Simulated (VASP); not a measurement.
Wanted: the native input for a VASP 6.6.1 run.

```
Task                   : single point
Functional             : PBEsol
Dispersion             : D3(BJ)
Potentials or basis    : VASP PAW PBE potentials, release 64 (La, O)
Cutoff                 : 520 eV
k mesh                 : 8 × 8 × 5
Occupations            : fermi-dirac, width 0.05 eV
Spin                   : no spin polarisation
Dipole correction      : no
Further INCAR settings : ALGO = Normal; EDIFF = 1e-06; NBANDS = 28
```

The structure of La2O3 lies in POSCAR:

```
La2O3
1.0
    3.8898101563      0.0000000000      0.0000000000
   -1.9449050781      3.3686744112      0.0000000000
    0.0000000000      0.0000000000      5.9393253537
La O
2 3
Direct
    0.3333333333      0.6666666667      0.2432182892
    0.6666666667      0.3333333333      0.7567817108
    0.0000000000      0.0000000000      0.0000000000
    0.3333333333      0.6666666667      0.6473674598
    0.6666666667      0.3333333333      0.3526325402
```

These files were run (other wordings do the same):

INCAR

```
SYSTEM = La2O3
PREC = Accurate ; ENCUT = 520
EDIFF = 1E-6 ; ISMEAR = -1
SIGMA = 0.05 ; LREAL = .False.
LASPH = .True. ; NELM = 60
ALGO = Normal ; ISIF = 2
LWAVE = .False. ; LCHARG = .False.
GGA = PS ; IVDW = 12
NBANDS = 28
```

KPOINTS

```
regular mesh
0
Gamma
  8 8 5
  0 0 0
```

Potentials or basis: VASP PAW PBE potentials, release 64 (La, O).

The run is started by

```sh
$ cat potpaw_PBE.64/La/POTCAR potpaw_PBE.64/O/POTCAR > POTCAR
$ mpirun -np 1 vasp_std > vasp.out
```

It gave:

| Quantity | Value |
| --- | --- |
| Pressure | -0.2 GPa |
| Largest force | 0.018 eV/Å |
| Band gap on the k mesh | 3.85 eV, indirect (least direct gap 3.97 eV) |
| Dispersion energy per atom | -0.290 eV |

Caveat: the PAW data sets were made with another functional, which shifts forces and pressure a little; spin-orbit coupling is left out, which moves the levels of the heavy elements.

It took 90 s on 1 thread of Intel(R) Xeon(R) 6975P-C (Granite Rapids), with other jobs on the host, peak memory 0.26 GiB.
